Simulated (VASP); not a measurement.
# V (Im-3m) in VASP: further runs, part 2 of 2

VASP 6.6.1.

### 4 Single point, PBEsol, collinear spin, ferromagnetic start

This run uses another cell than the first one, of 11.42 Å³/atom, 0.822 times its volume.

Input file INCAR:

```
  PREC = Accurate
  ENCUT = 520
  EDIFF = 1E-6
  ISMEAR = -1
  SIGMA = 0.05
  LREAL = False
  LASPH = True
  NELM = 150
  ALGO = Normal
  ISIF = 2
  LWAVE = False
  LCHARG = True
  ISPIN = 2
  MAGMOM = 2
  LORBIT = 11
  LMAXMIX = 4
  GGA = PS
  LELF = True
  LVHAR = True
  NBANDS = 16
```

Input file KPOINTS:

```
regular mesh
0
Gamma
  12 12 12
```

Input file POSCAR:

```
V
1.0
   -1.4187155034      1.4187155034      1.4187155034
    1.4187155034     -1.4187155034      1.4187155034
    1.4187155034      1.4187155034     -1.4187155034
V
1
Direct
    0.0000000000      0.0000000000      0.0000000000
```

Potentials or basis: VASP PAW PBE potentials, release 64 (V_sv).

Run with:

```bash
> cat potpaw_PBE.64/V_sv/POTCAR > POTCAR
> mpirun -np 1 vasp_std > vasp.out
```

OUTCAR:

```text
PREC = Accurate
   ENCUT = 520
   EDIFF = 1E-6
   ISMEAR = -1
   LREAL = False
   LASPH = True
   NELM = 150
   ISIF = 2
   ISPIN = 2
   LORBIT = 11
   GGA = PS

 ion  position               nearest neighbor table
   1  0.000  0.000  0.000-

  LATTYP: Found a body centered cubic cell.
 ALAT       =     2.8374310068

  Lattice vectors:

 A1 = (  -1.4187155034,   1.4187155034,   1.4187155034)
 A2 = (   1.4187155034,  -1.4187155034,   1.4187155034)
 A3 = (   1.4187155034,   1.4187155034,  -1.4187155034)

Analysis of symmetry for initial positions (statically):
=====================================================================
 Subroutine PRICEL returns:
 Original cell was already a primitive cell.

 Routine SETGRP: Setting up the symmetry group for a
 body centered cubic supercell.

 Subroutine GETGRP returns: Found 48 space group operations
 (whereof 48 operations were pure point group operations)
 out of a pool of 48 trial point group operations.

The static configuration has the point symmetry O_h .

Analysis of symmetry for dynamics (positions and initial velocities):
[... 183 lines left out ...]
      1     -51.5415      1.00000
      2     -24.5877      1.00000
      3     -24.5877      1.00000
      4     -24.5877      1.00000
      5       4.8825      1.00000
      6      12.2028      0.00022
[... 435 lines left out ...]
      5       8.5264      1.00000
      6      10.1812      1.00000
[... 8 lines left out ...]
     15      43.9113      0.00000
     16      44.9116      0.00000

 [... further k-points ...]

 spin component 2

 k-point     1 :       0.0000    0.0000    0.0000
  band No.  band energies     occupation
      1     -51.5394      1.00000
      2     -24.5857      1.00000
      3     -24.5857      1.00000
      4     -24.5857      1.00000
      5       4.8842      1.00000
      6      12.2049      0.00021
[... 435 lines left out ...]
      5       8.5282      1.00000
      6      10.1832      1.00000
[... 8 lines left out ...]
     15      43.9130      0.00000
     16      44.9134      0.00000

 [... further k-points ...]
[... 5 lines left out ...]
  --------------------------------------------------------------------------------------
  -------------------------------------------------------------------------------------
  Total        2.1763250      2.1763250      2.1763250      0.0000000     -0.0000000      0.0000000
  in kB      305.2729957    305.2729957    305.2729957      0.0000000     -0.0000000      0.0000000
  external PRESSURE =     305.2729957 kB  Pullay stress =       0.0000000 kB

 VOLUME and BASIS-vectors are now :
 -----------------------------------------------------------------------------
  energy-cutoff  :      520.00
  volume of cell :       11.42
      direct lattice vectors                 reciprocal lattice vectors
    -1.418715503  1.418715503  1.418715503     0.000000000  0.352431477  0.352431477
     1.418715503 -1.418715503  1.418715503     0.352431477  0.000000000  0.352431477
     1.418715503  1.418715503 -1.418715503     0.352431477  0.352431477  0.000000000

 POSITION                                       TOTAL-FORCE (eV/Angst)
 -----------------------------------------------------------------------------------
      0.00000      0.00000      0.00000         0.000000      0.000000      0.000000
 -----------------------------------------------------------------------------------
    total drift:                                0.000000      0.000000      0.000000

  FREE ENERGIE OF THE ION-ELECTRON SYSTEM (eV)
  ---------------------------------------------------
  free  energy   TOTEN  =        -9.5043208694 eV

  energy  without entropy=       -9.4928012041  energy(sigma->0) =       -9.49856104

 total charge

# of ion       s       p       d       tot
------------------------------------------
    1        2.397   6.272   3.328  11.997

 magnetization (x)

# of ion       s       p       d       tot
------------------------------------------
    1        0.000   0.000   0.001   0.001
```

It took 33 s on 1 thread of Intel Xeon 8259CL, shared host; peak memory 0.13 GiB.

Results:

```
Free energy                                           : -9.5043 eV
Pressure                                              : 30.5 GPa
Net moment                                            : 0.00 μB per cell
Valence electrons inside the program's atomic spheres : V 12.00
```

Caveat: the PAW data sets were made with another functional, which shifts forces and pressure a little.

### 5 Single point, PBEsol, collinear spin, ferromagnetic start

This run uses another cell than the first one, of 11.83 Å³/atom, 0.852 times its volume.

Input file INCAR:

```
ALGO = Normal ; EDIFF = 1E-6
ENCUT = 520 ; GGA = PS
ISIF = 2 ; ISMEAR = -1
ISPIN = 2 ; LASPH = True
LCHARG = False ; LMAXMIX = 4
LORBIT = 11 ; LREAL = False
LWAVE = False ; MAGMOM = 2
NBANDS = 16 ; NELM = 150
PREC = Accurate ; SIGMA = 0.05
```

Input file KPOINTS:

```
k-points
0
Gamma
  12 12 12
```

Input file POSCAR:

```
V
1.0
   -1.4355802666      1.4355802666      1.4355802666
    1.4355802666     -1.4355802666      1.4355802666
    1.4355802666      1.4355802666     -1.4355802666
V
1
Direct
    0.0000000000      0.0000000000      0.0000000000
```

Run with:

```bash
> cat potpaw_PBE.64/V_sv/POTCAR > POTCAR
> mpirun -np 1 vasp_std > vasp.out
```

Wall time 36 s (1 thread of Intel Xeon 8259CL, shared host); peak memory 0.13 GiB.

It converged, with:

* Free energy: -9.5697 eV
* Pressure: 20.4 GPa
* Net moment: 0.00 μB per cell
* Valence electrons inside the program's atomic spheres: V 11.92

Levels at points of the mesh, in eV from the Fermi level:
Spin up:
| k point | band 2 | band 3 | band 4 | band 5 | band 6 | band 7 | band 8 | band 9 | band 10 | band 11 |
| --- | --- | --- | --- | --- | --- | --- | --- | --- | --- | --- |
| (0.00, 0.00, 0.00) | -36.48 | -36.48 | -36.48 | -6.85 | 0.43 | 0.43 | 0.43 | 2.79 | 2.79 | 21.48 |
| (0.50, 0.00, 0.00) | -37.84 | -36.89 | -36.49 | -3.67 | -1.42 | 2.18 | 2.83 | 3.25 | 4.90 | 11.91 |
| (0.50, 0.50, 0.50) | -37.39 | -37.39 | -37.39 | -3.67 | -3.67 | 4.42 | 4.42 | 4.42 | 11.47 | 11.47 |
Spin down:
| k point | band 2 | band 3 | band 4 | band 5 | band 6 | band 7 | band 8 | band 9 | band 10 | band 11 |
| --- | --- | --- | --- | --- | --- | --- | --- | --- | --- | --- |
| (0.00, 0.00, 0.00) | -36.48 | -36.48 | -36.48 | -6.85 | 0.43 | 0.43 | 0.43 | 2.79 | 2.79 | 21.48 |
| (0.50, 0.00, 0.00) | -37.84 | -36.89 | -36.49 | -3.67 | -1.42 | 2.18 | 2.83 | 3.25 | 4.90 | 11.91 |
| (0.50, 0.50, 0.50) | -37.39 | -37.39 | -37.39 | -3.67 | -3.67 | 4.42 | 4.42 | 4.42 | 11.47 | 11.47 |

Caveat: the PAW data sets were made with another functional, which shifts forces and pressure a little.

### 6 Single point, PBEsol, collinear spin, ferromagnetic start

This run uses another cell than the first one, of 12.33 Å³/atom, 0.888 times its volume.

Input file INCAR:

```
SYSTEM = V
PREC = Accurate
ENCUT = 520
EDIFF = 1E-6
ISMEAR = -1
SIGMA = 0.05
LREAL = .FALSE.
LASPH = .TRUE.
NELM = 150
ALGO = Normal
ISIF = 2
LWAVE = .FALSE.
LCHARG = .FALSE.
ISPIN = 2
MAGMOM = 2
LORBIT = 11
LMAXMIX = 4
GGA = PS
NBANDS = 16
```

Input file KPOINTS:

```
regular mesh
0
G
  12 12 12
  0 0 0
```

Input file POSCAR:

```
V
1.0
   -1.4554454420      1.4554454420      1.4554454420
    1.4554454420     -1.4554454420      1.4554454420
    1.4554454420      1.4554454420     -1.4554454420
V
1
Direct
    0.0000000000      0.0000000000      0.0000000000
```

Potentials or basis: VASP PAW PBE potentials, release 64 (V_sv).

Run with:

```bash
> cat potpaw_PBE.64/V_sv/POTCAR > POTCAR
> mpirun -np 1 vasp_std > vasp.out
```

Run time: 45 s. Hardware: 1 thread of Intel Xeon 8259CL, shared host; peak memory 0.14 GiB.

Results (log left out):

| Quantity | Value |
| --- | --- |
| Free energy | -9.6172 eV |
| Pressure | 10.3 GPa |
| Net moment | 0.00 μB per cell |
| Valence electrons inside the program's atomic spheres | V 11.83 |

Levels at points of the mesh, in eV from the Fermi level:
Spin up:
| k point | band 3 | band 4 | band 5 | band 6 | band 7 | band 8 | band 9 | band 10 |
| --- | --- | --- | --- | --- | --- | --- | --- | --- |
| (0.00, 0.00, 0.00) | -36.60 | -36.60 | -6.78 | 0.43 | 0.43 | 0.43 | 2.67 | 2.67 |
| (0.50, 0.00, 0.00) | -36.97 | -36.62 | -3.50 | -1.32 | 1.99 | 2.70 | 3.10 | 4.65 |
| (0.50, 0.50, 0.50) | -37.41 | -37.41 | -3.44 | -3.44 | 4.20 | 4.20 | 4.20 | 11.04 |
Spin down:
```
           k point  band 4  band 5  band 6  band 7  band 8  band 9
(0.00, 0.00, 0.00)  -36.60   -6.78    0.43    0.43    0.43    2.67
(0.50, 0.00, 0.00)  -36.61   -3.50   -1.31    1.99    2.71    3.10
(0.50, 0.50, 0.50)  -37.41   -3.44   -3.44    4.20    4.20    4.20
```

Caveat: the PAW data sets were made with another functional, which shifts forces and pressure a little.

### 7 Overview

```csv
level,spin,cell,gap on the mesh (eV),pressure (GPa),moment (μB)
PBE,off,"a = 2.623 Å, angles 109.5°, 1 atom",none,-5.2,-
PBE,"collinear, ferromagnetic start","a = 2.623 Å, angles 109.5°, 1 atom",none,-5.2,0.00
PBEsol,"collinear, ferromagnetic start","a = 2.457 Å, angles 109.5°, 1 atom",none,30.5,0.00
PBEsol,"collinear, ferromagnetic start","a = 2.486 Å, angles 109.5°, 1 atom",none,20.4,0.00
PBEsol,"collinear, ferromagnetic start","a = 2.521 Å, angles 109.5°, 1 atom",none,10.3,0.00
```

Alike in all rows: task single point; potentials or basis VASP PAW PBE potentials, release 64 (V_sv); k mesh 12 × 12 × 12; cutoff (eV) 520; smearing fermi-dirac 0.05 eV.

Caveats: the PAW data sets were made with another functional, which shifts forces and pressure a little (some runs).

Absolute energies hang on the potentials; compare differences alone.
